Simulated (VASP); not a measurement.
# C: single point with BLYP

The system is C.

```xyz
2
Lattice="0.0000 1.7470 1.7470 1.7470 0.0000 1.7470 1.7470 1.7470 0.0000" Properties=species:S:1:pos:R:3 pbc="T T T"
C     2.6204    2.6204    2.6204
C     1.7470    1.7470    1.7470
```

```
Program                : VASP 6.6.1
Task                   : single point
Functional             : BLYP
Potentials or basis    : VASP PAW PBE potentials, release 64 (C)
Cutoff                 : 520 eV
k mesh                 : 13 × 13 × 13
Occupations            : fermi-dirac, width 0.05 eV
Spin                   : no spin polarisation
Dipole correction      : no
Further INCAR settings : ALGO = Normal; EDIFF = 1e-06; NBANDS = 11
```

* Pressure: 43.0 GPa
* Band gap on the k mesh: 4.63 eV, indirect (least direct gap 5.93 eV)

Levels at points of the mesh, in eV from the valence-band top:
```
           k point  band 1  band 2  band 3  band 4  band 5  band 6  band 7  band 8
(0.00, 0.00, 0.00)  -22.03    0.00    0.00    0.00    5.93    5.93    5.93   14.91
```

Run time: 8 s on 1 thread of Intel(R) Xeon(R) Platinum 8375C CPU @ 2.90GHz (Ice Lake), on a shared host, peak memory 0.11 GiB.

Caveat: the PAW data sets were made with another functional, which shifts forces and pressure a little. A k mesh can miss the band edges.
